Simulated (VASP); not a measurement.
A run of VASP 6.6.1 is set up as follows.

The input INCAR:

```
PREC = Accurate
ENCUT = 520
EDIFF = 1E-7
ISMEAR = 0
SIGMA = 0.15
LREAL = False
LASPH = True
NELM = 100
ALGO = Normal
ISIF = 2
LWAVE = False
LCHARG = True
GGA = PE
LELF = True
LVHAR = True
NBANDS = 15
```

The input KPOINTS:

```
Automatic mesh
0
Gamma
  18 18 18
```

POSCAR

```
TaN
1.0
    0.0000000000      2.2007900000      2.1790000000
    2.2007900000      0.0000000000      2.1790000000
    2.2007900000      2.2007900000      0.0000000000
Ta N
1 1
Direct
    0.5000000000      0.5000000000      0.5000000000
    0.0000000000      0.0000000000      0.0000000000
```

Potentials or basis: VASP PAW PBE potentials, release 64 (Ta_pv, N).

Launch:

```console
$ cat potpaw_PBE.64/Ta_pv/POTCAR potpaw_PBE.64/N/POTCAR > POTCAR
$ mpirun -np 1 vasp_std > vasp.out
```

Problem. Predict the band gap on the k mesh.

Solution. Zero (bands 8 and 9 overlap by 4.05 eV).

Problem. Estimate the pressure.

Solution. 8.0 GPa.

Stress tensor (GPa, compression positive):
```
 5.91  0.00  0.00
 0.00  5.91  0.00
 0.00  0.00 12.26
```

Caveat: the cell differs from its parent crystal (strain +0.0100 x Voigt [1, 1, 0, 0, 0, 0]); the stress differs along the axes, from 6 to 12 GPa; spin-orbit coupling is left out, which moves the levels of the heavy elements.
